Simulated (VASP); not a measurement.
## Bi: relaxation of cell and atoms with PBEsol

Crystal: Bi.

```
Bi
1.0
     3.67000    0.00000    0.00000
    -1.83500    3.17831    0.00000
     0.00000    0.00000    5.99311
Bi
2
Direct
  0.33333 0.66667 0.25000
  0.66667 0.33333 0.75000
```

```yaml
Program: VASP 6.6.1
Task: relaxation of cell and atoms
Functional: PBEsol
Potentials_or_basis: VASP PAW PBE potentials, release 64 (Bi_d)
Cutoff: 500 eV
k_mesh: 6 × 6 × 4
Occupations: methfessel-paxton, width 0.05 eV
Spin: no spin polarisation
Dipole_correction: no
Further_INCAR_settings: ALGO = Normal; EDIFF = 1e-07; IBRION = 2; EDIFFG = -0.03; NSW = 80; ISIF = 3
```

```
Relaxed volume                         : 29.82 Å³/atom
Relaxed cell                           : a = 3.447 Å, b = 3.447 Å, c = 5.796 Å, α = 90.00°, β = 90.00°, γ = 120.00°
Space group after relaxing (to 0.05 Å) : P6_3/mmc (No. 194)
Energy gained by relaxing              : 133.3 meV/atom
Ionic steps                            : 7
Pressure after relaxing                : -0.1 GPa
Band gap on the k mesh                 : zero (band 15 reaches 12.94 eV, above the bottom of band 16 at 5.37 eV)
```

The path:
```
step  energy change (eV)  largest force (eV/Å)  pressure (GPa)  volume (Å³)
   1              0.0000                0.0000           -6.90        69.91
   2             -0.2114                0.0000            4.89        55.75
   3             -0.2636                0.0000            0.01        59.52
   4             -0.2635                0.0000            0.22        59.33
   5             -0.2665                0.0000            0.22        59.31
   6             -0.2665                0.0000            0.22        59.31
   7             -0.2666                0.0000           -0.13        59.64
```

Final structure:
```xyz
2
Lattice="3.4468 0.0000 0.0000 -1.7234 2.9850 0.0000 0.0000 0.0000 5.7964" Properties=species:S:1:pos:R:3 pbc="T T T"
Bi    0.0000    1.9900    1.4491
Bi    1.7234    0.9950    4.3473
```

Levels at points of the mesh, in eV from the Fermi level:
```tsv
k point	band 13	band 14	band 15	band 16	band 17	band 18
(0.00, 0.00, 0.00)	-5.93	3.50	3.50	4.52	5.04	5.04
(0.50, 0.00, 0.00)	-5.06	-3.69	-2.37	-0.16	0.23	3.17
(0.00, 0.00, 0.50)	-1.72	-1.72	4.23	4.23	4.23	4.23
(0.50, 0.00, 0.50)	-5.45	-5.45	1.10	1.10	1.40	1.40
```

It took 73 s on 1 thread of AMD EPYC 9R45 96-Core Processor (Zen 5), on a shared host, peak memory 0.17 GiB.

Caveat: the PAW data sets were made with another functional, which shifts forces and pressure a little; spin-orbit coupling is left out, which moves the levels of the heavy elements.
